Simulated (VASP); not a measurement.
Here is a VASP 6.6.1 calculation.

POSCAR

```
SrTiO3
1.0
    4.0352425850      0.0000000000      0.0000000000
    0.0000000000      4.0352425850      0.0000000000
    0.0000000000      0.0000000000      3.8471924451
Sr Ti O
1 1 3
Direct
    0.0000000000      0.0000000000      0.0000000000
    0.5000000000      0.5000000000      0.5000000000
    0.5000000000      0.0000000000      0.5000000000
    0.5000000000      0.5000000000      0.0000000000
    0.0000000000      0.5000000000      0.5000000000
```

INCAR.step1

```
SYSTEM = SrTiO3
  ALGO = Normal
  EDIFF = 1E-4
  ENCUT = 520
  GGA = PE
  ISMEAR = 0
  LASPH = .True.
  LCHARG = .False.
  LDAU = .True.
  LDAUJ = 0 0 0
  LDAUL = -1 2 -1
  LDAUTYPE = 2
  LDAUU = 0 4 0
  LMAXMIX = 4
  LREAL = .False.
  LWAVE = .True.
  NBANDS = 28
  NELM = 150
  PREC = Accurate
  SIGMA = 0.02
```

File INCAR.step2:

```
SYSTEM = SrTiO3
  ALGO = Normal
  EDIFF = 1E-6
  ENCUT = 520
  ISIF = 2
  ISMEAR = 0
  ISTART = 1
  LASPH = .True.
  LCHARG = .True.
  LDAU = .True.
  LDAUJ = 0 0 0
  LDAUL = -1 2 -1
  LDAUPRINT = 1
  LDAUTYPE = 2
  LDAUU = 0 4 0
  LELF = .True.
  LMAXMIX = 4
  LMIXTAU = .True.
  LREAL = .False.
  LVHAR = .True.
  LWAVE = .False.
  METAGGA = R2SCAN
  NBANDS = 28
  NELM = 150
  PREC = Accurate
  SIGMA = 0.02
```

Contents of KPOINTS:

```
k-points
0
Gamma
  6 6 6
  0 0 0
```

Potentials or basis: VASP PAW PBE potentials, release 64 (Sr_sv, Ti_sv, O).

Launch:

```sh
$ cat potpaw_PBE.64/Sr_sv/POTCAR potpaw_PBE.64/Ti_sv/POTCAR potpaw_PBE.64/O/POTCAR > POTCAR
$ cp INCAR.step1 INCAR
$ mpirun -np 1 vasp_std > vasp.out
$ cp INCAR.step2 INCAR
$ mpirun -np 1 vasp_std > vasp.out
```

(1) What does it give for the pressure?

(2) Predict the band gap on the k mesh.

Results:

(1) -3.6 GPa.

(2) 2.67 eV (least direct gap 3.13 eV).

Caveat: the cell differs from its parent crystal (biaxial strain in the a-b plane: +3.0 %); the stress differs along the axes, from -8 to 4 GPa; the PAW data sets were made with another functional, which shifts forces and pressure a little.
